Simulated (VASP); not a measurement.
Wanted: the native input for a VASP 6.6.1 run.

| Quantity | Value |
| --- | --- |
| Task | single point |
| Functional | r2SCAN |
| Potentials or basis | VASP PAW PBE potentials, release 64 (Ag, Cl) |
| Cutoff | 520 eV |
| k mesh | 8 × 8 × 8 |
| Occupations | gaussian, width 0.01 eV |
| Spin | no spin polarisation |
| Dipole correction | no |
| Further INCAR settings | ALGO = Normal; EDIFF = 1e-06; NBANDS = 16 |

The system is AgCl.

```
Ag Cl
1.0
     0.00000    2.99325    2.99325
     2.89986    0.00000    2.99325
     2.89986    2.99325    0.00000
Ag Cl
1 1
Direct
  0.00000 0.00000 0.00000
  0.25000 0.25000 0.25000
```

This cell differs from its parent crystal: uniaxial x strain -3.1%.

The input as run:

POSCAR

```
AgCl
1.0
    0.0000000000      2.9932462515      2.9932462515
    2.8998569684      0.0000000000      2.9932462515
    2.8998569684      2.9932462515      0.0000000000
Ag Cl
1 1
Direct
    0.0000000000      0.0000000000      0.0000000000
    0.2500000000      0.2500000000      0.2500000000
```

INCAR.step1

```
SYSTEM = AgCl
  PREC = Accurate
  ENCUT = 520
  ISMEAR = 0
  SIGMA = 0.01
  LREAL = .FALSE.
  LASPH = .TRUE.
  NELM = 60
  NBANDS = 16
  GGA = PE
  ALGO = Normal
  EDIFF = 1E-4
  LWAVE = .TRUE.
  LCHARG = .FALSE.
```

INCAR.step2

```
SYSTEM = AgCl
  PREC = Accurate
  ENCUT = 520
  EDIFF = 1E-6
  ISMEAR = 0
  SIGMA = 0.01
  LREAL = .FALSE.
  LASPH = .TRUE.
  NELM = 60
  ALGO = Normal
  ISIF = 2
  LWAVE = .FALSE.
  LCHARG = .FALSE.
  METAGGA = R2SCAN
  LMIXTAU = .TRUE.
  NBANDS = 16
  ISTART = 1
```

KPOINTS

```
Automatic mesh
0
G
  8 8 8
  0 0 0
```

Potentials or basis: VASP PAW PBE potentials, release 64 (Ag, Cl).

Launch:

```console
$ cat potpaw_PBE.64/Ag/POTCAR potpaw_PBE.64/Cl/POTCAR > POTCAR
$ cp INCAR.step1 INCAR
$ mpirun -np 1 vasp_std > vasp.out
$ cp INCAR.step2 INCAR
$ mpirun -np 1 vasp_std > vasp.out
```

It gave:

```
Pressure               : 1.1 GPa
Band gap on the k mesh : 1.53 eV
```

Caveat: the cell differs from its parent crystal (uniaxial x strain -3.1%); the PAW data sets were made with another functional, which shifts forces and pressure a little.

Run time: 2.7 min on 1 thread of Intel Xeon 8259CL, on a shared host, peak memory 0.21 GiB.
